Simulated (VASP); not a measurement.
# SrLaF5 (P1) in VASP: relaxation of cell and atoms with PBEsol

Aim: the relaxation of cell and atoms of SrLaF5 with PBEsol.

Program: VASP 6.6.1. These are calculated values, not measurements. Logs are shortened: lines on timing, memory, paths and dates and some standing lists are left out, and cuts for length are marked.

### Step 1. The cell of the first run

The typed cell holds 7 atoms: a = 3.976 Å, b = 3.923 Å, c = 6.219 Å, α = 90.06°, β = 90.06°, γ = 90.60°.

### Step 2. Relaxation of cell and atoms, PBEsol

The input, INCAR:

```
SYSTEM = SrLaF5
PREC = Accurate
ENCUT = 600
EDIFF = 1E-6
ISMEAR = -1
SIGMA = 0.05
LREAL = .False.
LASPH = .True.
NELM = 60
ALGO = Normal
ISIF = 3
LWAVE = .False.
LCHARG = .False.
GGA = PS
IBRION = 2
NSW = 100
EDIFFG = -0.01
```

The input, KPOINTS:

```
regular mesh
0
Gamma
  4 4 4
  0 0 0
```

The input, POSCAR:

```
SrLaF5
1.0
    3.9755832394     -0.0206087803     -0.0019100236
   -0.0206087803      3.9232572764     -0.0021402999
   -0.0030008261     -0.0033626118      6.2194480571
Sr La F
1 1 5
Direct
   -0.0043926237     -0.0266842651      0.5150133138
    0.5203968968      0.4910465923     -0.0379914126
   -0.0059028703     -0.0391530748      0.0095280846
    0.4891991549      0.0004649633      0.7620480834
   -0.0033576418      0.5014966077      0.7419403379
    0.4837461961      0.0030681947      0.2563610721
   -0.0470702678      0.5007733985      0.2673643473
```

Potentials or basis: VASP PAW PBE potentials, release 64 (Sr_sv, La, F).

Started as:

```sh
> cat potpaw_PBE.64/Sr_sv/POTCAR potpaw_PBE.64/La/POTCAR potpaw_PBE.64/F/POTCAR > POTCAR
> mpirun -np 1 vasp_std > vasp.out
```

OUTCAR:

```text
SYSTEM = SrLaF5
   PREC = Accurate
   ENCUT = 600
   EDIFF = 1E-6
   ISMEAR = -1
   LREAL = .False.
   LASPH = .True.
   NELM = 60
   ISIF = 3
   GGA = PS
   IBRION = 2
   NSW = 100
   EDIFFG = -0.01

 ion  position               nearest neighbor table
   1  0.996  0.973  0.515-   5 2.33   7 2.41   4 2.49   5 2.51   6 2.52   4 2.54   7 2.59   6 2.60
                             3 3.08   3 3.14   2 3.85   2 3.94   2 3.97   2 4.01   2 4.34
   2  0.520  0.491  0.962-   4 2.29   5 2.34   4 2.36   5 2.49   7 2.56   3 2.64   6 2.65   6 2.72
                             1 3.85   1 3.94   1 3.97   1 4.01   1 4.34
   3  0.994  0.961  0.010-   2 2.64   1 3.08   1 3.14
   4  0.489  0.000  0.762-   2 2.29   2 2.36   1 2.49   1 2.54
   5  0.997  0.501  0.742-   1 2.33   2 2.34   2 2.49   1 2.51
   6  0.484  0.003  0.256-   1 2.52   1 2.60   2 2.65   2 2.72
   7  0.953  0.501  0.267-   1 2.41   2 2.56   1 2.59

  LATTYP: Found a triclinic cell.
 ALAT       =     3.9233119886
 B/A-ratio  =     1.4310844628
 C/A-ratio  =     1.5852549347
 COS(alpha) =     0.0000773777
 COS(beta)  =     0.0010836525
 COS(gamma) =     0.7061605941

  Lattice vectors:

 A1 = (   0.0206087803,  -3.9232572764,   0.0021402999)
 A2 = (   3.9961920197,  -3.9438660567,   0.0002302763)
 A3 = (  -0.0030008261,  -0.0033626118,   6.2194480571)

Analysis of symmetry for initial positions (statically):
=====================================================================
 Subroutine PRICEL returns:
 Original cell was already a primitive cell.

 Routine SETGRP: Setting up the symmetry group for a
 triclinic supercell.

 Subroutine GETGRP returns: Found  1 space group operations
 (whereof  1 operations were pure point group operations)
 out of a pool of  2 trial point group operations.

The static configuration has the point symmetry C_1 .

Analysis of symmetry for dynamics (positions and initial velocities):
=====================================================================
 Subroutine PRICEL returns:
 Original cell was already a primitive cell.

 Routine SETGRP: Setting up the symmetry group for a
 triclinic supercell.

 Subroutine GETGRP returns: Found  1 space group operations
 (whereof  1 operations were pure point group operations)
 out of a pool of  2 trial point group operations.

The dynamic configuration has the point symmetry C_1 .
[... 126 lines left out ...]
   IALGO  =     38    algorithm
   IMIX   =      4    mixing-type and parameters
     AMIX     =   0.40;   BMIX     =  1.00
     AMIX_MAG =   1.60;   BMIX_MAG =  1.00
  volume/ion in A,a.u.               =      13.86        93.52
  Fermi-wavevector in a.u.,A,eV,Ry     =   1.363144  2.575968 25.281818  1.858161
  Thomas-Fermi vector in A             =   2.489572
   LORBIT       =      0    0 simple, 1 ext, 2 COOP (PROOUT), +10 PAW based schemes
   GGA     = PS    functional components
   LHFCALC =     F    Hartree Fock is set to
   AEXX    =    0.0000 exact exchange contribution
   IVDW    =     0    specifies the selected vdW correction
   LEPSILON=     F    determine dielectric tensor
   LRPA    =     F    only Hartree local field effects (RPA)
 conjugate gradient relaxation of ions
 non-spin polarized calculation
  energy-cutoff  :      600.00
  volume of cell :       97.00
 maximum number of plane-waves:      3252
   NGX = 15   NGY = 15   NGZ = 25

--------------------------------------- Ionic step        1  -------------------------------------------

 number of electron      55.9999987 magnetization

 Free energy of the ion-electron system (eV)
  ---------------------------------------------------
  ext. energy  EPLUGINS =         0.00000000
  ---------------------------------------------------
  free energy    TOTEN  =       -43.90853093 eV

  energy without entropy =      -43.90853093  energy(sigma->0) =      -43.90853093

------------------------ aborting loop because EDIFF is reached ----------------------------------------

  FORCE on cell =-STRESS in cart. coord.  units (eV):
  Direction    XX          YY          ZZ          XY          YZ          ZX
  --------------------------------------------------------------------------------------
  -------------------------------------------------------------------------------------
  Total        0.7684193      2.6568911     -0.3031438      0.2810906     -0.0686432     -0.7572554
  in kB       12.6917468     43.8830605     -5.0069342      4.6426883     -1.1337583    -12.5073574
  external PRESSURE =      17.1892911 kB  Pullay stress =       0.0000000 kB
[... 104 lines left out ...]
  FREE ENERGIE OF THE ION-ELECTRON SYSTEM (eV)
  ---------------------------------------------------
  free  energy   TOTEN  =       -44.6941922639 eV

  energy  without entropy=      -44.6941922639  energy(sigma->0) =      -44.69419226

[... ionic steps 4 to 69 ...]

--------------------------------------- Ionic step       70  -------------------------------------------

 number of electron      56.0000014 magnetization

------------------------ aborting loop because EDIFF is reached ----------------------------------------
[... 77 lines left out ...]
--------------------------------------- Ionic step       72  -------------------------------------------

 number of electron      56.0000013 magnetization

 Free energy of the ion-electron system (eV)
  ---------------------------------------------------
  ext. energy  EPLUGINS =         0.00000000
  ---------------------------------------------------
  free energy    TOTEN  =       -44.84032998 eV

  energy without entropy =      -44.84032998  energy(sigma->0) =      -44.84032998

 E-fermi :   2.8761     XC(G=0): -10.4268

 val. band max:        1.7445594194   @ k =   0.5000   0.5000   0.0000
 cond. band min:       7.0340406348   @ k =   0.0000   0.5000   0.0000
 fundamental gap:      5.2894812154
 Fermi energy:         2.8760850596

 k-point     1 :       0.0000    0.0000    0.0000
  band No.  band energies     occupation
      1     -28.9698      2.00000
      2     -27.7709      2.00000
      3     -19.2357      2.00000
      4     -18.9534      2.00000
      5     -18.6171      2.00000
      6     -18.4502      2.00000
[... 853 lines left out ...]
     32       7.2262      0.00000
     33       7.2327      0.00000

 [... further k-points ...]

------------------------ aborting loop because EDIFF is reached ----------------------------------------

  FORCE on cell =-STRESS in cart. coord.  units (eV):
  Direction    XX          YY          ZZ          XY          YZ          ZX
  --------------------------------------------------------------------------------------
  -------------------------------------------------------------------------------------
  Total        0.0186904      0.0027568      0.0136018     -0.0087100      0.0019117      0.0037211
  in kB        0.3086925      0.0455315      0.2246482     -0.1438546      0.0315732      0.0614582
  external PRESSURE =       0.1929574 kB  Pullay stress =       0.0000000 kB
[... 22 lines left out ...]
  FREE ENERGIE OF THE ION-ELECTRON SYSTEM (eV)
  ---------------------------------------------------
  free  energy   TOTEN  =       -44.8403299840 eV

  energy  without entropy=      -44.8403299839  energy(sigma->0) =      -44.84032998

 reached required accuracy - stopping structural energy minimisation
```

OSZICAR:

```text
N       E                     dE             d eps       ncg     rms          rms(c)
DAV:   1     0.725103189764E+03    0.72510E+03   -0.28808E+04  2608   0.266E+03
DAV:   2     0.125145648685E+03   -0.59996E+03   -0.56554E+03  2672   0.521E+02
DAV:   3    -0.299804451923E+02   -0.15513E+03   -0.14831E+03  3360   0.223E+02
[... 624 lines left out ...]
DAV:   1    -0.448402695341E+02    0.30125E-04   -0.56556E-02  3176   0.165E+00    0.914E-02
DAV:   2    -0.448403402593E+02   -0.70725E-04   -0.19791E-03  3008   0.297E-01    0.402E-02
DAV:   3    -0.448403340874E+02    0.61719E-05   -0.14001E-04  4255   0.972E-02    0.195E-02
DAV:   4    -0.448403303617E+02    0.37256E-05   -0.26665E-05  4080   0.418E-02    0.124E-02
DAV:   5    -0.448403299840E+02    0.37779E-06   -0.28591E-06  2636   0.120E-02
  72 F= -.44840330E+02 E0= -.44840330E+02  d E =-.305590E-04
```

It took 46 min on 1 thread of Intel Xeon 6975P-C (Granite Rapids), shared host; peak memory 0.35 GiB.

Results:

```
Free energy                  : -44.8403 eV
Energy gained by relaxing    : 133.1 meV/atom
Ionic steps                  : 72
Pressure after relaxing      : 0.0 GPa
Largest force after relaxing : 0.010 eV/Å
Band gap on the k mesh       : 5.29 eV (least direct gap 5.31 eV)
```

Forces on the atoms (eV/Å):
```
Sr  -0.001 -0.003 -0.009
La   0.005  0.003  0.007
F   -0.004 -0.004 -0.001
F    0.005 -0.003  0.003
F   -0.004  0.003  0.002
F    0.003  0.000  0.001
F   -0.003  0.003 -0.003
```

Step by step:
| step | energy change (eV) | largest force (eV/Å) | pressure (GPa) | volume (Å³) |
| --- | --- | --- | --- | --- |
| 1 | 0.0000 | 4.5461 | 1.72 | 97.00 |
| 3 | -0.7857 | 0.4198 | -3.25 | 99.12 |
| 5 | -0.8536 | 0.3375 | 0.91 | 94.85 |
| 7 | -0.8792 | 0.2392 | 0.36 | 95.05 |
| 9 | -0.8938 | 0.1568 | -1.05 | 96.32 |
| 11 | -0.9044 | 0.1840 | 0.50 | 95.12 |
| 13 | -0.9104 | 0.1205 | 0.44 | 95.43 |
| 15 | -0.9128 | 0.0606 | -0.24 | 96.15 |
| 17 | -0.9128 | 0.0589 | -0.36 | 96.20 |
| 19 | -0.9145 | 0.0679 | 0.05 | 95.94 |
| 21 | -0.9152 | 0.0424 | 0.11 | 95.96 |
| 23 | -0.9155 | 0.0244 | -0.07 | 96.21 |
| 25 | -0.9155 | 0.0251 | -0.20 | 96.25 |
| 27 | -0.9157 | 0.0246 | 0.02 | 96.14 |
| 29 | -0.9159 | 0.0162 | 0.04 | 96.14 |
| 31 | -0.9159 | 0.0451 | 0.05 | 96.16 |
| 33 | -0.9160 | 0.0279 | 0.01 | 96.21 |
| 35 | -0.9163 | 0.0347 | -0.18 | 96.40 |
| 37 | -0.9169 | 0.0518 | -0.11 | 96.38 |
| 39 | -0.9182 | 0.1508 | 0.28 | 96.33 |
| 41 | -0.9184 | 0.1560 | 0.28 | 96.35 |
| 43 | -0.9185 | 0.1796 | 0.44 | 96.45 |
| 45 | -0.9191 | 0.1614 | 0.35 | 96.45 |
| 47 | -0.9217 | 0.1035 | 0.01 | 96.83 |
| 49 | -0.9225 | 0.1072 | -0.29 | 97.20 |
| 51 | -0.9254 | 0.0984 | 0.07 | 97.03 |
| 53 | -0.9259 | 0.0991 | 0.25 | 96.95 |
| 55 | -0.9276 | 0.0625 | -0.23 | 97.44 |
| 57 | -0.9292 | 0.0611 | 0.12 | 97.17 |
| 59 | -0.9301 | 0.0477 | -0.06 | 97.30 |
| 61 | -0.9309 | 0.0341 | -0.01 | 97.22 |
| 63 | -0.9314 | 0.0241 | -0.08 | 97.19 |
| 65 | -0.9316 | 0.0217 | 0.01 | 97.12 |
| 67 | -0.9317 | 0.0139 | -0.03 | 97.11 |
| 69 | -0.9318 | 0.0131 | 0.04 | 97.00 |
| 71 | -0.9318 | 0.0127 | 0.04 | 96.97 |
| 72 | -0.9318 | 0.0098 | 0.02 | 97.01 |

Final structure:
```
CELL_PARAMETERS angstrom
3.93178 0.00170 -0.00001
-0.00030 4.03693 -0.00005
-0.00055 -0.00016 6.11173
ATOMIC_POSITIONS crystal
Sr 0.99034 0.98580 0.50217
La 0.48972 0.55509 0.00197
F 0.99052 0.93052 0.00201
F 0.49028 0.00237 0.73806
F 0.99072 0.47775 0.73492
F 0.49031 0.00186 0.26601
F 0.99072 0.47762 0.26913
```

Caveat: the PAW data sets were made with another functional, which shifts forces and pressure a little; spin-orbit coupling is left out, which moves the levels of the heavy elements.
